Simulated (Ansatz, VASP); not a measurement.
## H in VASP and in Ansatz

```
CELL_PARAMETERS angstrom
2.69036 0.00000 0.00000
0.00000 2.69036 0.00000
0.00000 0.00000 0.98086
ATOMIC_POSITIONS crystal
H 0.00000 0.00000 0.50000
```

Alike in both runs: task single point; functional PBE; k mesh 14 × 14 × 34; occupations gaussian, width 0.05 eV; no spin polarisation.

|  | VASP | Ansatz |
| --- | --- | --- |
| version | VASP 6.6.1 | Ansatz 0.2.0 |
| potentials or method | VASP PAW PBE potentials, release 64 (H), cutoff 520 eV | scalar-relativistic, plane waves, PAW |
| valence electrons in the cell | 1 | 1 |

|  | VASP | Ansatz | Ansatz less VASP |
| --- | --- | --- | --- |
| gap on the k mesh at the Fermi level (eV) | none | none | - |
| pressure (GPa) | 1.4 | 1.7 | +0.28 |
| traceless stress, the component that is largest in VASP (GPa) | -0.64 | -0.64 | 0.000 |

A gap of «none» marks a metal or a gap that the smearing closes.
